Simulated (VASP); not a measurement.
# BN: single point with r2SCAN

BN:

```xyz
4
Lattice="2.5922 0.0000 0.0000 -1.2961 2.2450 0.0000 0.0000 0.0000 4.2269" Properties=species:S:1:pos:R:3 pbc="T T T"
B     1.2961    0.7483    4.2257
B     0.0000    1.4966    2.1123
N     1.2961    0.7483    2.6430
N     0.0000    1.4966    0.5295
```

This cell differs from its parent crystal: strain +0.0150 x Voigt [1, 1, 0, 0, 0, 0].

```
Program             : VASP 6.6.1
Task                : single point
Functional          : r2SCAN
Potentials or basis : VASP PAW PBE potentials, release 64 (B_h, N_h)
Cutoff              : 910 eV
k mesh              : 12 × 12 × 6
Occupations         : gaussian, width 0.05 eV
Spin                : no spin polarisation
```

```yaml
Pressure: -15.7 GPa
Largest_force: 0.023 eV/Å
Band_gap_on_the_k_mesh: 5.82 eV, indirect (least direct gap 8.66 eV)
```

Forces in eV/Å, atoms in the order of the input:
```
B    0.000  0.000  0.023
B    0.000  0.000  0.023
N    0.000  0.000 -0.023
N    0.000  0.000 -0.023
```

Stress tensor (GPa, compression positive):
```
-19.92   0.00   0.00
  0.00 -19.92   0.00
  0.00   0.00  -7.12
```

Levels at points of the mesh, in eV from the valence-band top:
| k point | band 6 | band 7 | band 8 | band 9 | band 10 | band 11 |
| --- | --- | --- | --- | --- | --- | --- |
| (0.00, 0.00, 0.00) | -0.23 | 0.00 | 0.00 | 8.78 | 8.78 | 9.39 |
| (0.50, 0.00, 0.00) | -5.05 | -4.36 | -2.05 | 6.99 | 8.56 | 11.06 |
| (0.00, 0.00, 0.50) | -1.23 | -1.23 | -1.23 | 9.62 | 9.62 | 10.38 |
| (0.50, 0.00, 0.50) | -3.78 | -3.52 | -3.52 | 7.07 | 7.07 | 10.51 |

Wall time 2.4 min on 1 thread of Intel(R) Xeon(R) Platinum 8375C CPU @ 2.90GHz (Ice Lake) (shared host), peak memory 0.21 GiB.

Caveat: the cell differs from its parent crystal (strain +0.0150 x Voigt [1, 1, 0, 0, 0, 0]); the cutoff is under 1.25 times the usual one of these potentials, so pressure, stress and relaxed cells hold a basis-set (Pulay) error; the PAW data sets were made with another functional, which shifts forces and pressure a little. A k mesh can miss the band edges.
